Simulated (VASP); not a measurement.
# SnH in VASP: notebook, part 2 of 2

VASP 6.6.1.

## 3. Single point, PBE

This run uses another cell than the first one, of 27.49 Å³/atom.

Contents of INCAR:

```
SYSTEM = SnH
PREC = Accurate
ENCUT = 520
EDIFF = 1E-6
ISMEAR = 0
SIGMA = 0.2
LREAL = .FALSE.
LASPH = .TRUE.
NELM = 80
ALGO = Normal
ISIF = 2
LWAVE = .FALSE.
LCHARG = .FALSE.
GGA = PE
NBANDS = 40
```

Contents of KPOINTS:

```
Automatic mesh
0
G
  6 4 4
  0 0 0
```

Contents of POSCAR:

```
SnH
1.0
   -2.3678100766      4.1005452382      0.0076793167
    0.0049898526      0.0132531352      5.6779231062
    7.0832170161      4.0889511311      0.0152792565
Sn H
4 4
Direct
    0.0002019465      0.9286957121      0.3333157536
    0.5005654452      0.9285871024      0.8331338609
    0.4996597101      0.0711177787      0.1665945881
   -0.0000188552      0.0716032978      0.6666308468
    0.0013001931      0.6224663613      0.3346023626
    0.5012980343      0.6223761373      0.8335859668
    0.4988165309      0.3773471191      0.1658718808
   -0.0018230048      0.3778064913      0.6662647404
```

Potentials or basis: VASP PAW PBE potentials, release 64 (Sn_d, H).

On the command line:

```sh
> cat potpaw_PBE.64/Sn_d/POTCAR potpaw_PBE.64/H/POTCAR > POTCAR
> mpirun -np 1 vasp_std > vasp.out
```

OUTCAR:

```text
SYSTEM = SnH
   PREC = Accurate
   ENCUT = 520
   EDIFF = 1E-6
   ISMEAR = 0
   LREAL = .FALSE.
   LASPH = .TRUE.
   NELM = 80
   ISIF = 2
   GGA = PE

 ion  position               nearest neighbor table
   1  0.000  0.929  0.333-   5 1.74   4 2.85   3 2.85   3 2.85
   2  0.501  0.929  0.833-   6 1.74   3 2.85   4 2.85   4 2.85
   3  0.500  0.071  0.167-   7 1.74   1 2.85   2 2.85   1 2.85
   4  1.000  0.072  0.667-   8 1.74   1 2.85   2 2.85   2 2.85
   5  0.001  0.622  0.335-   1 1.74
   6  0.501  0.622  0.834-   2 1.74
   7  0.499  0.377  0.166-   3 1.74
   8  0.998  0.378  0.666-   4 1.74

  LATTYP: Found a triclinic cell.
 ALAT       =     5.6779407662
 B/A-ratio  =     1.7566460154
 C/A-ratio  =     0.8339445261
 COS(alpha) =     0.0017249461
 COS(beta)  =     0.0032036777
 COS(gamma) =     0.5723795308

  Lattice vectors:

 A1 = (   0.0049898526,   0.0132531352,   5.6779231062)
 A2 = (   7.0882068687,   4.1022042663,   5.6932023627)
 A3 = (  -2.3678100766,   4.1005452382,   0.0076793167)

Analysis of symmetry for initial positions (statically):
=====================================================================
 Subroutine PRICEL returns:
 Original cell was already a primitive cell.

 Routine SETGRP: Setting up the symmetry group for a
 triclinic supercell.

 Subroutine GETGRP returns: Found  1 space group operations
 (whereof  1 operations were pure point group operations)
 out of a pool of  2 trial point group operations.

The static configuration has the point symmetry C_1 .

Analysis of symmetry for dynamics (positions and initial velocities):
=====================================================================
 Subroutine PRICEL returns:
 Original cell was already a primitive cell.

 Routine SETGRP: Setting up the symmetry group for a
 triclinic supercell.

 Subroutine GETGRP returns: Found  1 space group operations
 (whereof  1 operations were pure point group operations)
 out of a pool of  2 trial point group operations.

The dynamic configuration has the point symmetry C_1 .

 Subroutine INISYM returns: Found  1 space group operations
 (whereof  1 operations are pure point group operations),
 and found     1 'primitive' translations

----------------------------------------------------------------------------------------

                                     Primitive cell

  volume of cell :     219.8871

  direct lattice vectors                    reciprocal lattice vectors
    -2.367810077  4.100545238  0.007679317    -0.105583960  0.182902457 -0.000334133
     0.004989853  0.013253135  5.677923106    -0.000142132 -0.000411905  0.176121823
     7.083217016  4.088951131  0.015279256     0.105883801  0.061141757 -0.000235767

  length of vectors
     4.735087621  5.677940766  8.178735728     0.211190419  0.176122362  0.122269168

  position of ions in fractional coordinates (direct lattice)
     0.000201946  0.928695712  0.333315754
     0.500565445  0.928587102  0.833133861
     0.499659710  0.071117779  0.166594588
     0.999981145  0.071603298  0.666630847
     0.001300193  0.622466361  0.334602363
     0.501298034  0.622376137  0.833585967
     0.498816531  0.377347119  0.165871881
     0.998176995  0.377806491  0.666264740
[... 35 lines left out ...]

 Found     52 irreducible k-points:

 Following reciprocal coordinates:
            Coordinates               Weight
  0.000000  0.000000  0.000000      1.000000
  0.166667 -0.000000  0.000000      2.000000
  0.333333 -0.000000  0.000000      2.000000
  0.500000 -0.000000  0.000000      1.000000
  0.000000  0.250000 -0.000000      2.000000
  0.166667  0.250000  0.000000      2.000000
[... 16 lines left out ...]
  0.333333  0.250000  0.250000      2.000000
  0.500000  0.250000  0.250000      2.000000
 [... further k-points ...]
   k-points           NKPTS =     52   k-points in BZ     NKDIM =     52   number of bands    NBANDS=     40
   number of dos      NEDOS =    301   number of ions     NIONS =      8
   total plane-waves  NPLWV =  96768
   dimension x,y,z NGX =    36 NGY =   42 NGZ =   64
   dimension x,y,z NGXF=    72 NGYF=   84 NGZF=  128
   ions per type =               4   4
   NGX,Y,Z   is equivalent  to a cutoff of  12.64, 12.30, 13.01 a.u.
   NGXF,Y,Z  is equivalent  to a cutoff of  25.28, 24.59, 26.02 a.u.
 SYSTEM =  SnH
   PREC   = accura    normal or accurate (medium, high low for compatibility)
   ISTART =      0    job   : 0-new  1-cont  2-samecut
   ICHARG =      2    charge: 1-file 2-atom 10-const
   ISPIN  =      1    spin polarized calculation?
   LNONCOLLINEAR =      F non collinear calculations
   LSORBIT =      F    spin-orbit coupling
   LASPH  =      T    aspherical Exc in radial PAW
   ENCUT  =  520.0 eV  38.22 Ry    6.18 a.u.   8.80 10.56 15.21*2*pi/ulx,y,z
   NELM   =     80;   NELMIN=  2; NELMDL= -5     # of ELM steps
   EDIFF  = 0.1E-05   stopping-criterion for ELM
   LREAL  =      F    real-space projection
   EDIFFG = 0.1E-04   stopping-criterion for IOM
   NSW    =      0    number of steps for IOM
   IBRION =     -1    ionic relax: 0-MD 1-quasi-New 2-CG
   NFREE  =      0    steps in history (QN), initial steepest desc. (CG)
   ISIF   =      2    stress and relaxation
   ISYM   =      2    0-nonsym 1-usesym 2-fastsym
   POTIM  = 0.5000    time-step for ionic-motion
   TEBEG  =    0.0;   TEEND  =   0.0 temperature during run
   PSTRESS=    0.0 pullay stress
   NELECT =      60.0000    total number of electrons
   NUPDOWN=      -1.0000    fix difference up-down
   EMIN   =  10.00;   EMAX   =-10.00  energy-range for DOS
   EFERMI =   0.00;   METHOD = LEGACY
   ISMEAR =     0;   SIGMA  =   0.20  broadening in eV -4-tet -1-fermi 0-gaus
   EFERMI_NEDOS =   21; number of points for ismear=-14 and -15
   IALGO  =     38    algorithm
   IMIX   =      4    mixing-type and parameters
     AMIX     =   0.40;   BMIX     =  1.00
     AMIX_MAG =   1.60;   BMIX_MAG =  1.00
  volume/ion in A,a.u.               =      27.49       185.48
  Fermi-wavevector in a.u.,A,eV,Ry     =   1.061839  2.006585 15.340598  1.127502
  Thomas-Fermi vector in A             =   2.197269
   LORBIT       =      0    0 simple, 1 ext, 2 COOP (PROOUT), +10 PAW based schemes
   GGA     = PE    functional components
   LHFCALC =     F    Hartree Fock is set to
   AEXX    =    0.0000 exact exchange contribution
   IVDW    =     0    specifies the selected vdW correction
   LEPSILON=     F    determine dielectric tensor
   LRPA    =     F    only Hartree local field effects (RPA)
 non-spin polarized calculation
 Gauss-broadening in eV      SIGMA  =   0.20
  energy-cutoff  :      520.00
  volume of cell :      219.89
 maximum number of plane-waves:      5959
   NGX = 17   NGY = 21   NGZ = 31

 number of electron      60.0000015 magnetization

 Free energy of the ion-electron system (eV)
  ---------------------------------------------------
  ext. energy  EPLUGINS =         0.00000000
  ---------------------------------------------------
  free energy    TOTEN  =       -27.30119241 eV

  energy without entropy =      -27.29622255  energy(sigma->0) =      -27.29870748

 E-fermi :   1.7507     XC(G=0):  -7.1119

 val. band max:        1.7074840212   @ k =   0.0000   0.5000  -0.0000
 cond. band min:       2.0438937403   @ k =   0.0000   0.2500  -0.0000
 fundamental gap:      0.3364097191
 Fermi energy:         1.7506776386

 k-point     1 :       0.0000    0.0000    0.0000
  band No.  band energies     occupation
      1     -19.4932      2.00000
      2     -19.4605      2.00000
      3     -19.4467      2.00000
      4     -19.4445      2.00000
      5     -19.3847      2.00000
      6     -19.3465      2.00000
[... 1021 lines left out ...]
     39       7.8983      0.00000
     40       7.9046      0.00000

 [... further k-points ...]
[... 5 lines left out ...]
  --------------------------------------------------------------------------------------
  -------------------------------------------------------------------------------------
  Total       -0.0799469     -0.0818377     -0.1980993      0.0042800     -0.0101661     -0.0022846
  in kB       -0.5825226     -0.5962993     -1.4434239      0.0311859     -0.0740736     -0.0166466
  external PRESSURE =      -0.8740819 kB  Pullay stress =       0.0000000 kB

 VOLUME and BASIS-vectors are now :
 -----------------------------------------------------------------------------
  energy-cutoff  :      520.00
  volume of cell :      219.89
      direct lattice vectors                 reciprocal lattice vectors
    -2.367810077  4.100545238  0.007679317    -0.105583960  0.182902457 -0.000334133
     0.004989853  0.013253135  5.677923106    -0.000142132 -0.000411905  0.176121823
     7.083217016  4.088951131  0.015279256     0.105883801  0.061141757 -0.000235767

 POSITION                                       TOTAL-FORCE (eV/Angst)
 -----------------------------------------------------------------------------------
      2.36510      1.37605      5.27816         0.002394      0.001672     -0.017504
      4.72066      5.47154      5.28902         0.003700      0.000347     -0.015333
     -0.00272      2.73102      0.41018        -0.003560     -0.001368      0.016140
      2.35448      6.82724      0.42442         0.000488     -0.000992      0.016197
      2.37009      1.38175      3.53944        -0.002880     -0.000882      0.019001
      4.72060      5.47234      3.55039        -0.000198      0.000224      0.018304
     -0.00431      2.72866      2.14891         0.001131     -0.000454     -0.018584
      2.35769      6.82240      2.16300        -0.001075      0.001453     -0.018220
 -----------------------------------------------------------------------------------
    total drift:                                0.000055     -0.000055      0.000034

  FREE ENERGIE OF THE ION-ELECTRON SYSTEM (eV)
  ---------------------------------------------------
  free  energy   TOTEN  =       -27.3011924137 eV

  energy  without entropy=      -27.2962225497  energy(sigma->0) =      -27.29870748
```

It took 12 min on 1 thread of Intel Xeon 8259CL, shared host; peak memory 0.5 GiB.

Results:

- Free energy: -27.3012 eV
- Pressure: -0.1 GPa
- Largest force: 0.019 eV/Å

Forces in eV/Å, atoms in the order of the input:
```
Sn   0.002  0.002 -0.018
Sn   0.004  0.000 -0.015
Sn  -0.004 -0.001  0.016
Sn   0.000 -0.001  0.016
H   -0.003 -0.001  0.019
H    0.000  0.000  0.018
H    0.001  0.000 -0.019
H   -0.001  0.001 -0.018
```

Levels at points of the mesh, in eV from the Fermi level:
| k point | band 26 | band 27 | band 28 | band 29 | band 30 | band 31 | band 32 | band 33 | band 34 | band 35 |
| --- | --- | --- | --- | --- | --- | --- | --- | --- | --- | --- |
| (0.00, 0.00, 0.00) | -2.69 | -2.45 | -1.42 | -0.24 | -0.22 | 0.48 | 1.32 | 3.00 | 3.16 | 3.21 |
| (0.50, 0.00, 0.00) | -2.58 | -2.47 | -2.47 | -2.16 | -2.15 | 2.89 | 2.89 | 3.05 | 3.05 | 3.72 |
| (0.00, 0.50, 0.00) | -2.74 | -1.89 | -1.35 | -0.18 | -0.16 | -0.04 | 1.42 | 3.26 | 3.26 | 3.83 |
| (0.50, 0.50, 0.00) | -3.22 | -2.78 | -2.78 | -2.11 | -2.11 | 3.45 | 3.45 | 3.59 | 3.60 | 4.34 |
| (0.00, 0.00, 0.50) | -2.61 | -2.16 | -2.16 | -0.94 | -0.94 | 1.59 | 1.59 | 3.17 | 3.17 | 3.70 |
| (0.50, 0.00, 0.50) | -2.74 | -2.47 | -2.46 | -1.40 | -1.40 | 1.35 | 1.36 | 3.01 | 3.02 | 3.15 |
| (0.00, 0.50, 0.50) | -2.77 | -2.25 | -2.24 | -0.88 | -0.88 | 1.62 | 1.62 | 3.99 | 4.00 | 4.46 |
| (0.50, 0.50, 0.50) | -3.43 | -2.74 | -2.73 | -1.33 | -1.33 | 1.44 | 1.45 | 3.81 | 3.83 | 4.94 |

Caveat: spin-orbit coupling is left out, which moves the levels of the heavy elements.
